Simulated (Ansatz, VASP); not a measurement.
## Ge in VASP and in Ansatz

```xyz
2
Lattice="0.0000 2.8110 2.8110 2.8110 0.0000 2.8110 2.8110 2.8110 0.0000" Properties=species:S:1:pos:R:3 pbc="T T T"
Ge   -0.7028   -0.7028   -0.7028
Ge    0.7028    0.7028    0.7028
```

Alike in both runs: functional LDA; k mesh 13 × 13 × 13; occupations fermi-dirac, width 0.05 eV; no spin polarisation.

Ansatz relaxed the structure, and its values are those at the end. VASP's run is a single point on that final structure, the one shown.

|  | VASP | Ansatz |
| --- | --- | --- |
| version | VASP 6.6.1 | Ansatz 0.2.0 |
| potentials or method | VASP PAW LDA potentials, release 64 (Ge_d) | PAW with Ansatz's default frozen-core files, scalar-relativistic |
| plane-wave cutoff (eV) | 500 | 420 |
| valence electrons in the cell | 28 | 28 |

```csv
,VASP,Ansatz,Ansatz less VASP
pressure (GPa),0.2,0.0,-0.16
```

LDA's correlation is that of Perdew and Zunger in VASP and of Perdew and Wang (1992) in Ansatz.
